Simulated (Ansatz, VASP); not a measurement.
**PtSe2 in VASP and in Ansatz**

File POSCAR:

```
PtSe2
1.0
    3.7970381507      0.0000000000      0.0000000000
   -1.8985190754      3.2883314977      0.0000000000
    0.0000000000      0.0000000000      5.1612801071
Pt Se
1 2
Direct
    0.0000000000      0.0000000000      0.0000000000
    0.6666666667      0.3333333333      0.7500000000
    0.3333333333      0.6666666667      0.2500000000
```

Contents of INCAR.step1:

```
SYSTEM = PtSe2
PREC = Accurate ; ENCUT = 520
ISMEAR = -1 ; SIGMA = 0.05
LREAL = .FALSE. ; LASPH = .TRUE.
NELM = 60 ; NBANDS = 18
GGA = PE ; ALGO = Normal
EDIFF = 1E-4 ; LWAVE = .TRUE.
LCHARG = .FALSE.
```

Contents of INCAR.step2:

```
SYSTEM = PtSe2
PREC = Accurate ; ENCUT = 520
EDIFF = 1E-6 ; ISMEAR = -1
SIGMA = 0.05 ; LREAL = .FALSE.
LASPH = .TRUE. ; NELM = 60
ALGO = Normal ; ISIF = 2
LWAVE = .FALSE. ; LCHARG = .TRUE.
METAGGA = R2SCAN ; LMIXTAU = .TRUE.
LUSE_VDW = .TRUE. ; IVDW_NL = 2
BPARAM = 11.95 ; CPARAM = 0.0093
LELF = .TRUE. ; LVHAR = .TRUE.
NBANDS = 18 ; ISTART = 1
```

File KPOINTS:

```
Automatic mesh
0
G
  8 8 5
  0 0 0
```

The input input.yaml:

```yaml
crystal:
  lattice:
    - [3.7970381507, 0.0, 0.0]
    - [-1.8985190754, 3.2883314977, 0.0]
    - [0.0, 0.0, 5.1612801071]
  atoms:
    - { symbol: Pt, position: [0.0, 0.0, 0.0] }
    - { symbol: Se, position: [0.6666666667, 0.3333333333, 0.75] }
    - { symbol: Se, position: [0.3333333333, 0.6666666667, 0.25] }
hamiltonian:
  xc: r2scan
  pseudopotentials: { kind: paw }
  dispersion: rvv10
kpoints:
  mp_grid: { grid: [8, 8, 5] }
scf:
  occupations: { method: fermi_dirac, width: 0.05 }
output:
  forces: true
  stress: true
  eigenvalues: true
```

Alike in both runs: task single point; functional r2SCAN; dispersion rVV10; k mesh 8 × 8 × 5; occupations fermi-dirac, width 0.05 eV; no spin polarisation.

|  | VASP | Ansatz |
| --- | --- | --- |
| version | VASP 6.6.1 | Ansatz 0.2.0 |
| potentials or method | VASP PAW PBE potentials, release 64 (Pt, Se) | Ansatz PAW |
| plane-wave cutoff (eV) | 520 | 500 |
| valence electrons in the cell | 22 | 50 |

|  | VASP | Ansatz | Ansatz less VASP |
| --- | --- | --- | --- |
| gap on the k mesh at the Fermi level (eV) | none | none | - |
| pressure (GPa) | -3.4 | -3.8 | -0.41 |
| traceless stress, the component that is largest in VASP (GPa) | 1.60 | 1.70 | +0.095 |
| rms of the force components (eV/Å) | 0.108 | 0.123 | +0.0154 |

VASP's potentials were made for PBE, not for r2SCAN. Atom by atom the forces differ by 0.015 eV/Å (rms over components). A gap of «none» marks a metal or a gap that the smearing closes. VASP's potentials hold 22 valence electrons a cell and Ansatz's 50, so a difference there can come from the potentials and not from the codes.

Neither program's run includes spin-orbit coupling.
